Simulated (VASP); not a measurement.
## SrP10: single point with PBE

The system is SrP10.

```
Sr P
1.0
     0.00000    5.03893    5.03893
     5.03893    0.00000    5.03893
     5.03893    5.03893    0.00000
Sr P
1 10
Direct
  0.50000 0.50000 0.50000
  0.25000 0.25000 0.25000
  0.88404 0.88404 0.88404
  0.88404 0.88404 0.34789
  0.88404 0.34789 0.88404
  0.34789 0.88404 0.88404
  0.65211 0.11596 0.11596
  0.11596 0.11596 0.65211
  0.11596 0.65211 0.11596
  0.11596 0.11596 0.11596
  0.75000 0.75000 0.75000
```

The cell was built from a structure type or drawn by symmetry, and may not be a known phase.

```json
{
  "Program": "VASP 6.6.1",
  "Task": "single point",
  "Functional": "PBE",
  "Potentials or basis": "VASP PAW PBE potentials, release 64 (Sr_sv, P)",
  "Cutoff": "520 eV",
  "k mesh": "8 × 8 × 8",
  "Occupations": "gaussian, width 0.1 eV",
  "Spin": "no spin polarisation"
}
```

- Pressure: -0.1 GPa
- Largest force: 0.017 eV/Å
- Band gap on the k mesh: zero (bands 30 and 31 overlap by 1.12 eV)

Forces in eV/Å, atoms in the order of the input:
```
Sr   0.000  0.000  0.000
P    0.000  0.000  0.000
P    0.010  0.010  0.010
P   -0.010 -0.010  0.010
P   -0.010  0.010 -0.010
P    0.010 -0.010 -0.010
P   -0.010  0.010  0.010
P    0.010  0.010 -0.010
P    0.010 -0.010  0.010
P   -0.010 -0.010 -0.010
P    0.000  0.000  0.000
```

Levels at points of the mesh, in eV from the Fermi level:
```csv
k point,band 27,band 28,band 29,band 30,band 31,band 32,band 33,band 34
"(0.00, 0.00, 0.00)",-1.08,-1.08,-1.08,-0.86,-0.86,-0.86,1.23,1.91
"(0.50, 0.00, 0.00)",-1.41,-0.39,-0.39,-0.14,-0.14,0.94,0.94,1.08
"(0.50, 0.50, 0.00)",-0.98,-0.79,-0.48,-0.29,-0.28,0.13,0.13,0.79
```

It took 5.3 min on 1 thread of Intel(R) Xeon(R) Platinum 8559C (Emerald Rapids), with other jobs on the host, peak memory 0.53 GiB.
